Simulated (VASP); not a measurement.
# Ge2Sb2Te5 (Cm) in VASP: single point with PBE

Aim: the single point of Ge2Sb2Te5 with PBE.

All numbers are computed with VASP 6.6.1; they aren't measurements. Logs are shortened: lines on timing, memory, paths and dates and some standing lists are left out, and cuts for length are marked.

### 1 The cell of the first run

The structure is monoclinic, space group Cm (No. 8). Conventional cell: a = 13.678 Å, b = 6.132 Å, c = 9.672 Å, α = 90.00°, β = 134.93°, γ = 90.00°. Within 3.8 Å of Ge (site symmetry m) lie 6 Te at 2.85 to 3.20 Å. Within 3.7 Å of Ge (site symmetry m) lie 6 Te at 2.82 to 3.19 Å. Sb (site symmetry m) has 6 Te at 2.98 to 3.20 Å within 3.9 Å. Within 3.9 Å of Sb (site symmetry m) lie 6 Te at 2.95 to 3.19 Å. Te (site symmetry m) has 3 Sb at 2.98 to 3.07 Å and 2 Ge at 3.05 to 3.20 Å within 3.9 Å. Within 3.9 Å of Te (site symmetry m) lie 2 Ge at 2.95 to 3.00 Å and 2 Sb at 3.02 to 3.06 Å. Within 3.7 Å of Te (site symmetry m) lie 3 Ge at 2.82 to 3.07 Å and 2 Sb at 3.14 to 3.19 Å. Within 3.9 Å of Te (site symmetry m) lie 2 Sb at 2.95 to 3.20 Å and 3 Ge at 3.07 to 3.08 Å.

### 2 Single point, PBE

The input, INCAR:

```
PREC = Accurate ; ENCUT = 520
EDIFF = 1E-7 ; ISMEAR = 0
SIGMA = 0.05 ; LREAL = Auto
LASPH = True ; NELM = 100
ALGO = Normal ; ISIF = 2
LWAVE = False ; LCHARG = True
GGA = PE ; LELF = True
LVHAR = True ; NBANDS = 160
```

The input, KPOINTS:

```
Automatic mesh
0
Gamma
  1 1 1
```

The input, POSCAR:

```
Ge2Sb2Te5
1.0
    6.8472950000      0.0000000000      6.8476090000
   -6.8309770000      6.1320120000      6.8476090000
   -6.8309770000     -6.1320120000      6.8476090000
Ge Sb Te
8 8 20
Direct
    0.4973430000      0.7568510000      0.7568510000
    0.4973430000      0.2568510000      0.2568510000
    0.9973430000      0.7568510000      0.2568510000
    0.9973430000      0.2568510000      0.7568510000
    0.2842870000      0.9517710000      0.9517710000
    0.2842870000      0.4517710000      0.4517710000
    0.7842870000      0.9517710000      0.4517710000
    0.7842870000      0.4517710000      0.9517710000
    0.1118700000      0.1527410000      0.1527410000
    0.1118700000      0.6527410000      0.6527410000
    0.6118700000      0.1527410000      0.6527410000
    0.6118700000      0.6527410000      0.1527410000
    0.4017080000      0.3430820000      0.8430820000
    0.4017080000      0.8430820000      0.3430820000
    0.9017080000      0.3430820000      0.3430820000
    0.9017080000      0.8430820000      0.8430820000
    0.3999590000      0.0985790000      0.0985790000
    0.3999590000      0.5985790000      0.5985790000
    0.8999590000      0.0985790000      0.5985790000
    0.8999590000      0.5985790000      0.0985790000
    0.2065190000      0.8016420000      0.8016420000
    0.2065190000      0.3016420000      0.3016420000
    0.7065190000      0.8016420000      0.3016420000
    0.7065190000      0.3016420000      0.8016420000
    0.0083240000      0.9990560000      0.9990560000
    0.0083240000      0.4990560000      0.4990560000
    0.5083240000      0.9990560000      0.4990560000
    0.5083240000      0.4990560000      0.9990560000
    0.2952880000      0.7004120000      0.2004120000
    0.2952880000      0.2004120000      0.7004120000
    0.7952880000      0.7004120000      0.7004120000
    0.7952880000      0.2004120000      0.2004120000
    0.0947020000      0.8958660000      0.3958660000
    0.0947020000      0.3958660000      0.8958660000
    0.5947020000      0.8958660000      0.8958660000
    0.5947020000      0.3958660000      0.3958660000
```

Potentials or basis: VASP PAW PBE potentials, release 64 (Ge_d, Sb, Te).

Command:

```sh
cat potpaw_PBE.64/Ge_d/POTCAR potpaw_PBE.64/Sb/POTCAR potpaw_PBE.64/Te/POTCAR > POTCAR
mpirun -np 1 vasp_gam > vasp.out
```

OUTCAR:

```text
PREC = Accurate
   ENCUT = 520
   EDIFF = 1E-7
   ISMEAR = 0
   LREAL = Auto
   LASPH = True
   NELM = 100
   ISIF = 2
   GGA = PE

 ion  position               nearest neighbor table
   1  0.497  0.757  0.757-  35 2.85  21 2.95  28 3.07  27 3.07  31 3.08  18 3.20
   2  0.497  0.257  0.257-  36 2.85  22 2.95  28 3.07  27 3.07  32 3.08  17 3.20
   3  0.997  0.757  0.257-  33 2.85  23 2.95  26 3.07  25 3.07  29 3.08  20 3.20
   4  0.997  0.257  0.757-  34 2.85  24 2.95  26 3.07  25 3.07  30 3.08  19 3.20
   5  0.284  0.952  0.952-  25 2.82  21 3.00  17 3.05  29 3.07  30 3.07  35 3.19
   6  0.284  0.452  0.452-  26 2.82  22 3.00  18 3.05  29 3.07  30 3.07  36 3.19
[... 8 lines left out ...]
  15  0.902  0.343  0.343-  32 2.95  22 3.06  19 3.07  20 3.07  36 3.14  26 3.19
  16  0.902  0.843  0.843-  31 2.95  21 3.06  19 3.07  20 3.07  35 3.14  25 3.19
  17  0.400  0.099  0.099-   9 2.98   5 3.05  13 3.07  14 3.07   2 3.20
[... 28 lines left out ...]
 A1 = (   6.8309770000,  -6.1320120000,  -6.8476090000)
 A2 = (   6.8309770000,   6.1320120000,  -6.8476090000)
 A3 = (   6.8472950000,   0.0000000000,   6.8476090000)

Analysis of symmetry for initial positions (statically):
=====================================================================
 Subroutine PRICEL returns following result:

  LATTYP: Found a base centered monoclinic cell.
 ALAT       =    13.6782720000
 B/A-ratio  =     0.4483031190
 C/A-ratio  =     0.7071235363
 COS(beta)  =    -0.7062464773

  Lattice vectors:

 A1 = (   6.8391360000,  -3.0660060000,   0.0000000000)
 A2 = (   6.8391360000,   3.0660060000,   0.0000000000)
 A3 = (  -6.8309770000,  -0.0000000000,   6.8476090000)

   4 primitive cells build up your supercell.

 Routine SETGRP: Setting up the symmetry group for a
 base centered monoclinic supercell.

 Subroutine GETGRP returns: Found  2 space group operations
 (whereof  2 operations were pure point group operations)
 out of a pool of  4 trial point group operations.

The static configuration has the point symmetry C_1h.

Analysis of symmetry for dynamics (positions and initial velocities):
=====================================================================
 Subroutine PRICEL returns following result:

  LATTYP: Found a base centered monoclinic cell.
 ALAT       =    13.6782720000
 B/A-ratio  =     0.4483031190
 C/A-ratio  =     0.7071235363
 COS(beta)  =    -0.7062464773

  Lattice vectors:

 A1 = (   6.8391360000,  -3.0660060000,   0.0000000000)
 A2 = (   6.8391360000,   3.0660060000,   0.0000000000)
 A3 = (  -6.8309770000,  -0.0000000000,   6.8476090000)

   4 primitive cells build up your supercell.
[... 104 lines left out ...]
   ISIF   =      2    stress and relaxation
   ISYM   =      2    0-nonsym 1-usesym 2-fastsym
   POTIM  = 0.5000    time-step for ionic-motion
   TEBEG  =    0.0;   TEEND  =   0.0 temperature during run
   PSTRESS=    0.0 pullay stress
   NELECT =     272.0000    total number of electrons
   NUPDOWN=      -1.0000    fix difference up-down
   EMIN   =  10.00;   EMAX   =-10.00  energy-range for DOS
   EFERMI =   0.00;   METHOD = LEGACY
   ISMEAR =     0;   SIGMA  =   0.05  broadening in eV -4-tet -1-fermi 0-gaus
   EFERMI_NEDOS =   21; number of points for ismear=-14 and -15
   IALGO  =     38    algorithm
   IMIX   =      4    mixing-type and parameters
     AMIX     =   0.40;   BMIX     =  1.00
     AMIX_MAG =   1.60;   BMIX_MAG =  1.00
  volume/ion in A,a.u.               =      31.91       215.33
  Fermi-wavevector in a.u.,A,eV,Ry     =   1.012815  1.913943 13.956774  1.025794
  Thomas-Fermi vector in A             =   2.145947
   LORBIT       =      0    0 simple, 1 ext, 2 COOP (PROOUT), +10 PAW based schemes
   GGA     = PE    functional components
   LHFCALC =     F    Hartree Fock is set to
   AEXX    =    0.0000 exact exchange contribution
   IVDW    =     0    specifies the selected vdW correction
   LEPSILON=     F    determine dielectric tensor
   LRPA    =     F    only Hartree local field effects (RPA)
 non-spin polarized calculation
 Gauss-broadening in eV      SIGMA  =   0.05
  energy-cutoff  :      520.00
  volume of cell :     1148.69
 maximum number of plane-waves:     15453
   NGX = 37   NGY = 43   NGZ = 43

 number of electron     271.9999985 magnetization

 Free energy of the ion-electron system (eV)
  ---------------------------------------------------
  ext. energy  EPLUGINS =         0.00000000
  ---------------------------------------------------
  free energy    TOTEN  =      -131.96886155 eV

  energy without entropy =     -131.96874300  energy(sigma->0) =     -131.96880227

 E-fermi :   5.3517     XC(G=0):  -9.1238

 val. band max:        5.2207693964   @ k =   0.0000   0.0000   0.0000
 cond. band min:       5.4826539382   @ k =   0.0000   0.0000   0.0000
 fundamental gap:      0.2618845418
 Fermi energy:         5.3517116669

 k-point     1 :       0.0000    0.0000    0.0000
  band No.  band energies     occupation
      1     -19.6096      2.00000
      2     -19.6096      2.00000
      3     -19.6096      2.00000
      4     -19.6096      2.00000
      5     -19.5943      2.00000
      6     -19.5943      2.00000
[... 140 lines left out ...]
    147       6.6033      0.00000
    148       6.6033      0.00000
 [bands above 148 left out]

------------------------ aborting loop because EDIFF is reached ----------------------------------------

  FORCE on cell =-STRESS in cart. coord.  units (eV):
  Direction    XX          YY          ZZ          XY          YZ          ZX
  --------------------------------------------------------------------------------------
  -------------------------------------------------------------------------------------
  Total       -7.5096461     49.8334736    -33.8022113      0.0000000      0.0000000     10.3879643
  in kB      -10.4743450     69.5070027    -47.1468317      0.0000000      0.0000000     14.4889813
  external PRESSURE =       3.9619420 kB  Pullay stress =       0.0000000 kB

 VOLUME and BASIS-vectors are now :
 -----------------------------------------------------------------------------
  energy-cutoff  :      520.00
  volume of cell :     1148.69
      direct lattice vectors                 reciprocal lattice vectors
     6.847295000  0.000000000  6.847609000     0.073108650  0.000000000  0.072931078
    -6.830977000  6.132012000  6.847609000    -0.036554325  0.081539306  0.036552649
    -6.830977000 -6.132012000  6.847609000    -0.036554325 -0.081539306  0.036552649

 POSITION                                       TOTAL-FORCE (eV/Angst)
 -----------------------------------------------------------------------------------
     -6.93461      0.00000     13.77085        -0.095169      0.000000      0.433654
     -0.10363      0.00000      6.92324        -0.095169      0.000000      0.433654
     -0.09547      3.06601     13.77085        -0.095169      0.000000      0.433654
     -0.09547     -3.06601     13.77085        -0.095169      0.000000      0.433654
    -11.05645      0.00000     14.98140        -0.064046      0.000000      0.086793
     -4.22548      0.00000      8.13379        -0.064046      0.000000      0.086793
[... 28 lines left out ...]
     -8.16718      0.00000     16.34137         0.397423      0.000000     -0.449139
     -1.33620      0.00000      9.49376         0.397423      0.000000     -0.449139
 -----------------------------------------------------------------------------------
    total drift:                               -0.036027      0.000017     -0.005845

  FREE ENERGIE OF THE ION-ELECTRON SYSTEM (eV)
  ---------------------------------------------------
  free  energy   TOTEN  =      -131.9688615508 eV

  energy  without entropy=     -131.9687429983  energy(sigma->0) =     -131.96880227
```

Run time: 9.4 min. Hardware: 1 thread of AMD EPYC 7R43 (Zen 3), shared host; peak memory 1 GiB.

Results:

* Free energy: -131.9689 eV
* Pressure: 0.4 GPa
* Largest force: 0.665 eV/Å
* Band gap on the k mesh: 0.26 eV

Forces on the atoms (eV/Å):
```
Ge  -0.095  0.000  0.434
Ge  -0.095  0.000  0.434
Ge  -0.095  0.000  0.434
Ge  -0.095  0.000  0.434
Ge  -0.064  0.000  0.087
Ge  -0.064  0.000  0.087
Ge  -0.064  0.000  0.087
Ge  -0.064  0.000  0.087
Sb  -0.086  0.000  0.021
Sb  -0.086  0.000  0.021
Sb  -0.086  0.000  0.021
Sb  -0.086  0.000  0.021
Sb  -0.196  0.000 -0.635
Sb  -0.196  0.000 -0.635
Sb  -0.196  0.000 -0.635
Sb  -0.196  0.000 -0.635
Te   0.159  0.000 -0.151
Te   0.159  0.000 -0.151
Te   0.159  0.000 -0.151
Te   0.159  0.000 -0.151
Te   0.095  0.000  0.022
Te   0.095  0.000  0.022
Te   0.095  0.000  0.022
Te   0.095  0.000  0.022
Te  -0.089  0.000  0.271
Te  -0.089  0.000  0.271
Te  -0.089  0.000  0.271
Te  -0.089  0.000  0.271
Te  -0.121  0.000  0.399
Te  -0.121  0.000  0.399
Te  -0.121  0.000  0.399
Te  -0.121  0.000  0.399
Te   0.397  0.000 -0.449
Te   0.397  0.000 -0.449
Te   0.397  0.000 -0.449
Te   0.397  0.000 -0.449
```

Caveat: the k points lie up to 0.65 Å⁻¹ apart; spin-orbit coupling is left out, which moves the levels of the heavy elements. A k mesh can miss the band edges.
